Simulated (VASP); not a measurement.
# Zn (Fm-3m) in VASP: notebook

The runs below take Zn through single point, with PBE.

All numbers are computed with VASP 6.6.1; they aren't measurements. Logs are shortened: lines on timing, memory, paths and dates and some standing lists are left out, and cuts for length are marked.

### Step 1. The cell of the first run

It takes space group Fm-3m (No. 225, cubic). The conventional cell has a = 3.811 Å, b = 3.811 Å, c = 3.811 Å, α = 90.00°, β = 90.00°, γ = 90.00°. Within 3.6 Å of Zn (site symmetry m-3m) lie 12 Zn at 2.69 Å.

This isn't the form of Zn at room conditions, which is hcp.

### Step 2. Single point, PBE (equal strain along all axes, cell held: -3.0 %)

The input, INCAR:

```
SYSTEM = Zn
PREC = Accurate ; ENCUT = 520
EDIFF = 1E-6 ; ISMEAR = 0
SIGMA = 0.1 ; LREAL = .False.
LASPH = .True. ; NELM = 100
ALGO = Fast ; ISIF = 2
LWAVE = .False. ; LCHARG = .False.
GGA = PE ; NBANDS = 19
```

The input, KPOINTS:

```
Automatic mesh
0
Gamma
  16 16 10
  0 0 0
```

The input, POSCAR:

```
Zn
1.0
    1.9054713936      1.9054713936      0.0000000000
   -1.9054713936      1.9054713936      0.0000000000
    0.0000000000      0.0000000000      3.8109427872
Zn
2
Direct
    0.0000000000      0.0000000000      0.0000000000
    0.5000000000      0.5000000000      0.5000000000
```

Potentials or basis: VASP PAW PBE potentials, release 64 (Zn).

On the command line:

```bash
> cat potpaw_PBE.64/Zn/POTCAR > POTCAR
> mpirun -np 1 vasp_std > vasp.out
```

OUTCAR:

```text
SYSTEM = Zn
   PREC = Accurate
   ENCUT = 520
   EDIFF = 1E-6
   ISMEAR = 0
   LREAL = .False.
   LASPH = .True.
   NELM = 100
   ISIF = 2
   GGA = PE

 ion  position               nearest neighbor table
   1  0.000  0.000  0.000-   2 2.69   2 2.69   2 2.69   2 2.69   2 2.69   2 2.69   2 2.69   2 2.69

   2  0.500  0.500  0.500-   1 2.69   1 2.69   1 2.69   1 2.69   1 2.69   1 2.69   1 2.69   1 2.69

  LATTYP: Found a simple tetragonal cell.
 ALAT       =     2.6947434875
 C/A-ratio  =     1.4142135624

  Lattice vectors:

 A1 = (   1.9054713936,   1.9054713936,   0.0000000000)
 A2 = (  -1.9054713936,   1.9054713936,   0.0000000000)
 A3 = (   0.0000000000,   0.0000000000,   3.8109427872)

Analysis of symmetry for initial positions (statically):
=====================================================================
 Subroutine PRICEL returns following result:

  LATTYP: Found a face centered cubic cell.
 ALAT       =     3.8109427872

  Lattice vectors:

 A1 = (   0.0000000000,  -1.9054713936,  -1.9054713936)
 A2 = (   1.9054713936,   0.0000000000,  -1.9054713936)
 A3 = (   1.9054713936,  -1.9054713936,  -0.0000000000)

   2 primitive cells build up your supercell.

 Routine SETGRP: Setting up the symmetry group for a
 simple tetragonal supercell.

 Subroutine GETGRP returns: Found 16 space group operations
 (whereof 16 operations were pure point group operations)
 out of a pool of 16 trial point group operations.

The static configuration has the point symmetry D_4h.

Analysis of symmetry for dynamics (positions and initial velocities):
=====================================================================
 Subroutine PRICEL returns following result:

  LATTYP: Found a face centered cubic cell.
 ALAT       =     3.8109427872

  Lattice vectors:

 A1 = (   0.0000000000,  -1.9054713936,  -1.9054713936)
 A2 = (   1.9054713936,   0.0000000000,  -1.9054713936)
 A3 = (   1.9054713936,  -1.9054713936,  -0.0000000000)

   2 primitive cells build up your supercell.

 Routine SETGRP: Setting up the symmetry group for a
 simple tetragonal supercell.

 Subroutine GETGRP returns: Found 16 space group operations
 (whereof 16 operations were pure point group operations)
 out of a pool of 16 trial point group operations.

The dynamic configuration has the point symmetry D_4h.

 Subroutine INISYM returns: Found 16 space group operations
 (whereof 16 operations are pure point group operations),
 and found     2 'primitive' translations

----------------------------------------------------------------------------------------

                                     Primitive cell

  volume of cell :      13.8369

  direct lattice vectors                    reciprocal lattice vectors
     0.000000000 -1.905471394 -1.905471394    -0.262402260 -0.262402260 -0.262402260
     1.905471394  0.000000000 -1.905471394     0.262402260  0.262402260 -0.262402260
     1.905471394 -1.905471394 -0.000000000     0.262402260 -0.262402260  0.262402260

  length of vectors
     2.694743488  2.694743488  2.694743488     0.454494046  0.454494046  0.454494046

  position of ions in fractional coordinates (direct lattice)
     0.000000000  0.000000000  0.000000000

  ion indices of the primitive-cell ions
   primitive index   ion index
                 1           1

----------------------------------------------------------------------------------------

 KPOINTS: Automatic mesh

Automatic generation of k-mesh.
 Grid dimensions read from file:
 generate k-points for:   16   16   10

 Generating k-lattice:

  Cartesian coordinates                     Fractional coordinates (reciprocal lattice)
     0.016400141  0.016400141  0.000000000     0.062500000  0.000000000  0.000000000
    -0.016400141  0.016400141  0.000000000     0.000000000  0.062500000  0.000000000
     0.000000000  0.000000000  0.026240226     0.000000000  0.000000000  0.100000000

  Length of vectors
     0.023193302  0.023193302  0.026240226

  Shift w.r.t. Gamma in fractional coordinates (k-lattice)
     0.000000000  0.000000000  0.000000000

 Subroutine IBZKPT returns following result:
 ===========================================

 Found    270 irreducible k-points:

 Following reciprocal coordinates:
            Coordinates               Weight
  0.000000  0.000000  0.000000      1.000000
  0.062500  0.000000  0.000000      4.000000
  0.125000  0.000000  0.000000      4.000000
  0.187500  0.000000  0.000000      4.000000
  0.250000  0.000000  0.000000      4.000000
  0.312500  0.000000  0.000000      4.000000
[... 16 lines left out ...]
  0.437500  0.125000  0.000000      8.000000
  0.500000  0.125000  0.000000      4.000000
 [... further k-points ...]
   k-points           NKPTS =    270   k-points in BZ     NKDIM =    270   number of bands    NBANDS=     19
   number of dos      NEDOS =    301   number of ions     NIONS =      2
   total plane-waves  NPLWV =  11200
   dimension x,y,z NGX =    20 NGY =   20 NGZ =   28
   dimension x,y,z NGXF=    40 NGYF=   40 NGZF=   56
   ions per type =               2
   NGX,Y,Z   is equivalent  to a cutoff of  12.34, 12.34, 12.21 a.u.
   NGXF,Y,Z  is equivalent  to a cutoff of  24.68, 24.68, 24.43 a.u.
 SYSTEM =  Zn
   PREC   = accura    normal or accurate (medium, high low for compatibility)
   ISTART =      0    job   : 0-new  1-cont  2-samecut
   ICHARG =      2    charge: 1-file 2-atom 10-const
   ISPIN  =      1    spin polarized calculation?
   LNONCOLLINEAR =      F non collinear calculations
   LSORBIT =      F    spin-orbit coupling
   LASPH  =      T    aspherical Exc in radial PAW
   ENCUT  =  520.0 eV  38.22 Ry    6.18 a.u.   5.01  5.01  7.09*2*pi/ulx,y,z
   NELM   =    100;   NELMIN=  2; NELMDL= -5     # of ELM steps
   EDIFF  = 0.1E-05   stopping-criterion for ELM
   LREAL  =      F    real-space projection
   EDIFFG = 0.1E-04   stopping-criterion for IOM
   NSW    =      0    number of steps for IOM
   IBRION =     -1    ionic relax: 0-MD 1-quasi-New 2-CG
   NFREE  =      0    steps in history (QN), initial steepest desc. (CG)
   ISIF   =      2    stress and relaxation
   ISYM   =      2    0-nonsym 1-usesym 2-fastsym
   POTIM  = 0.5000    time-step for ionic-motion
   TEBEG  =    0.0;   TEEND  =   0.0 temperature during run
   PSTRESS=    0.0 pullay stress
   NELECT =      24.0000    total number of electrons
   NUPDOWN=      -1.0000    fix difference up-down
   EMIN   =  10.00;   EMAX   =-10.00  energy-range for DOS
   EFERMI =   0.00;   METHOD = LEGACY
   ISMEAR =     0;   SIGMA  =   0.10  broadening in eV -4-tet -1-fermi 0-gaus
   EFERMI_NEDOS =   21; number of points for ismear=-14 and -15
   IALGO  =     68    algorithm
   IMIX   =      4    mixing-type and parameters
     AMIX     =   0.40;   BMIX     =  1.00
     AMIX_MAG =   1.60;   BMIX_MAG =  1.00
  volume/ion in A,a.u.               =      13.84        93.38
  Fermi-wavevector in a.u.,A,eV,Ry     =   1.561191  2.950224 33.161732  2.437319
  Thomas-Fermi vector in A             =   2.664293
   LORBIT       =      0    0 simple, 1 ext, 2 COOP (PROOUT), +10 PAW based schemes
   GGA     = PE    functional components
   LHFCALC =     F    Hartree Fock is set to
   AEXX    =    0.0000 exact exchange contribution
   IVDW    =     0    specifies the selected vdW correction
   LEPSILON=     F    determine dielectric tensor
   LRPA    =     F    only Hartree local field effects (RPA)
 non-spin polarized calculation
 RMM-DIIS sequential band-by-band and
 Gauss-broadening in eV      SIGMA  =   0.10
  energy-cutoff  :      520.00
  volume of cell :       27.67
 maximum number of plane-waves:       776
   NGX = 11   NGY = 11   NGZ = 15

 number of electron      24.0000025 magnetization

 Free energy of the ion-electron system (eV)
  ---------------------------------------------------
  ext. energy  EPLUGINS =         0.00000000
  ---------------------------------------------------
  free energy    TOTEN  =        -2.10484863 eV

  energy without entropy =       -2.10163054  energy(sigma->0) =       -2.10323959

 E-fermi :   3.7605     XC(G=0): -12.0675

 val. band max:        3.7589271752   @ k =   0.3125   0.2500   0.2000
 cond. band min:       3.7675279356   @ k =   0.4375   0.1875   0.3000
 fundamental gap:      0.0086007604
 Fermi energy:         3.7605190864

 k-point     1 :       0.0000    0.0000    0.0000
  band No.  band energies     occupation
      1      -7.3471      2.00000
      2      -4.9545      2.00000
      3      -4.8445      2.00000
      4      -4.1122      2.00000
      5      -4.1118      2.00000
      6      -4.1118      2.00000
[... 11 lines left out ...]
     18      23.3549      0.00000
     19      23.3603      0.00000

 k-point     2 :       0.0625    0.0000    0.0000
  band No.  band energies     occupation
      1      -7.2631      2.00000
      2      -4.9301      2.00000
      3      -4.8252      2.00000
      4      -4.1218      2.00000
      5      -4.1023      2.00000
      6      -4.0987      2.00000
[... 11 lines left out ...]
     18      21.9424      0.00000
     19      22.1609      0.00000

 k-point     3 :       0.1250    0.0000    0.0000
  band No.  band energies     occupation
      1      -7.0137      2.00000
      2      -4.8672      2.00000
      3      -4.7626      2.00000
      4      -4.1497      2.00000
      5      -4.0740      2.00000
      6      -4.0622      2.00000
[... 11 lines left out ...]
     18      20.1821      0.00000
     19      21.0647      0.00000

 k-point     4 :       0.1875    0.0000    0.0000
  band No.  band energies     occupation
      1      -6.6087      2.00000
      2      -4.7877      2.00000
      3      -4.6506      2.00000
      4      -4.1904      2.00000
      5      -4.0286      2.00000
      6      -4.0165      2.00000
[... 407 lines left out ...]
     18      18.0329      0.00000
     19      22.9987      0.00000

 k-point    23 :       0.4375    0.1250    0.0000
  band No.  band energies     occupation
      1      -4.4953      2.00000
      2      -4.4159      2.00000
      3      -4.3408      2.00000
      4      -4.3347      2.00000
      5      -4.2725      2.00000
      6      -4.1462      2.00000
[... 11 lines left out ...]
     18      16.5041      0.00000
     19      23.7702      0.00000

 k-point    24 :       0.5000    0.1250    0.0000
  band No.  band energies     occupation
      1      -4.3930      2.00000
      2      -4.3930      2.00000
      3      -4.3584      2.00000
      4      -4.3584      2.00000
      5      -4.2271      2.00000
      6      -4.2271      2.00000
[... 11 lines left out ...]
     18      15.1215      0.00000
     19      24.1566      0.00000

 [... further k-points ...]

------------------------ aborting loop because EDIFF is reached ----------------------------------------

  FORCE on cell =-STRESS in cart. coord.  units (eV):
  Direction    XX          YY          ZZ          XY          YZ          ZX
  --------------------------------------------------------------------------------------
  -------------------------------------------------------------------------------------
  Total        1.3389923      1.3389923      1.4181867      0.0000000      0.0000000      0.0000000
  in kB       77.5213605     77.5213605     82.1063403      0.0000000      0.0000000      0.0000000
  external PRESSURE =      79.0496871 kB  Pullay stress =       0.0000000 kB

 VOLUME and BASIS-vectors are now :
 -----------------------------------------------------------------------------
  energy-cutoff  :      520.00
  volume of cell :       27.67
      direct lattice vectors                 reciprocal lattice vectors
     1.905471394  1.905471394  0.000000000     0.262402260  0.262402260  0.000000000
    -1.905471394  1.905471394  0.000000000    -0.262402260  0.262402260  0.000000000
     0.000000000  0.000000000  3.810942787     0.000000000  0.000000000  0.262402260

 POSITION                                       TOTAL-FORCE (eV/Angst)
 -----------------------------------------------------------------------------------
      0.00000      0.00000      0.00000        -0.000000      0.000000     -0.000000
      0.00000      1.90547      1.90547         0.000000     -0.000000      0.000000
 -----------------------------------------------------------------------------------
    total drift:                               -0.000000      0.000000      0.000000

  FREE ENERGIE OF THE ION-ELECTRON SYSTEM (eV)
  ---------------------------------------------------
  free  energy   TOTEN  =        -2.1048486290 eV

  energy  without entropy=       -2.1016305439  energy(sigma->0) =       -2.10323959
```

It took 2.7 min on 1 thread of AMD EPYC 7R13, shared host; peak memory 0.19 GiB.

What came out:

```yaml
Free_energy: -2.1048 eV
Pressure: 7.9 GPa
Band_gap_on_the_k_mesh: zero (bands 12 and 13 overlap by 3.53 eV)
```

Levels at points of the mesh, in eV from the Fermi level:
| k point | band 9 | band 10 | band 11 | band 12 | band 13 | band 14 | band 15 | band 16 |
| --- | --- | --- | --- | --- | --- | --- | --- | --- |
| (0.00, 0.00, 0.00) | -7.10 | -7.00 | -7.00 | -1.23 | 2.09 | 8.92 | 8.92 | 12.71 |
| (0.50, 0.00, 0.00) | -7.40 | -7.40 | -4.78 | -4.78 | 5.36 | 5.36 | 6.25 | 6.25 |
| (0.50, 0.50, 0.00) | -7.00 | -7.00 | -1.23 | -1.23 | 2.09 | 2.09 | 8.92 | 8.92 |
| (0.00, 0.00, 0.50) | -7.31 | -7.31 | -7.26 | -7.26 | 12.21 | 12.21 | 12.21 | 12.21 |
| (0.50, 0.00, 0.50) | -7.09 | -7.09 | -3.30 | -3.30 | -1.21 | -1.21 | 16.38 | 16.38 |
| (0.50, 0.50, 0.50) | -7.00 | -7.00 | 2.32 | 2.32 | 2.32 | 2.32 | 3.68 | 3.68 |

Caveat: the cell differs from its parent crystal (equal strain along all axes, cell held: -3.0 %); the cell stands under pressure.

[end of part 1 of 2]
